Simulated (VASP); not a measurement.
The system is Ag.

```xyz
2
Lattice="2.9300 0.0000 0.0000 -1.4650 2.5375 0.0000 0.0000 0.0000 4.7900" Properties=species:S:1:pos:R:3 pbc="T T T"
Ag    1.4650    0.8458    3.5925
Ag    0.0000    1.6916    1.1975
```

This isn't the form of Ag at room conditions, which is fcc.

Base run:

| Property | Result |
| --- | --- |
| Program | VASP 6.6.1 |
| Functional | RPBE |
| Potentials or basis | VASP PAW PBE potentials, release 64 (Ag) |
| Cutoff | 520 eV |
| k mesh | 10 × 10 × 6 |
| Occupations | gaussian, width 0.1 eV |
| Spin | no spin polarisation |

Its results: band gap on the k mesh zero (bands 11 and 12 overlap by 6.46 eV); pressure 4.4 GPa.

**Question.** The run is repeated on the same cell with these changes: functional from RPBE to r2SCAN; occupations from gaussian, width 0.1 eV to fermi-dirac, width 0.05 eV. What comes out?

**Answer.** Band gap on the k mesh zero (bands 11 and 12 overlap by 6.85 eV); pressure -2.3 GPa.

Caveats: the PAW data sets were made with another functional, which shifts forces and pressure a little; the cell stands under pressure (at least some runs).
